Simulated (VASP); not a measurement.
Runs of VASP 6.6.1 on Al2Ru. The structure is that of space group I4/mmm (No. 139), or close to it. The cells are those of the table. 

```tsv
cell	gap on the mesh (eV)	pressure (GPa)	largest force (eV/Å)
a = 3.028, b = 3.028, c = 8.674 Å, 6 atoms	0.07	7.5	0.01
a = 3.122, b = 3.122, c = 8.445 Å, 6 atoms	none	-0.1	0.01
a = 3.028, b = 3.028, c = 8.597 Å, 6 atoms	0.06	9.2	0.01
a = 3.215, b = 3.215, c = 8.698 Å, 6 atoms	none	(b)	0.01
a = 3.091, b = 3.091, c = 8.496 Å, 6 atoms	-	2.6	(a)
```

Alike in all rows: task single point; level r2SCAN; potentials or basis VASP PAW PBE potentials, release 64 (Al, Ru_pv); no spin polarisation; k mesh 12 × 12 × 4; cutoff (eV) 520; smearing gaussian 0.1 eV.

Problem. Fill in the values left out.

Solution. (a) 0.09; (b) -13.5.

Caveats: the PAW data sets were made with another functional, which shifts forces and pressure a little.

A k mesh can miss the band edges, and the runs leave out spin-orbit coupling on Ru.

A gap of «none» marks levels without a gap at the run's occupations.
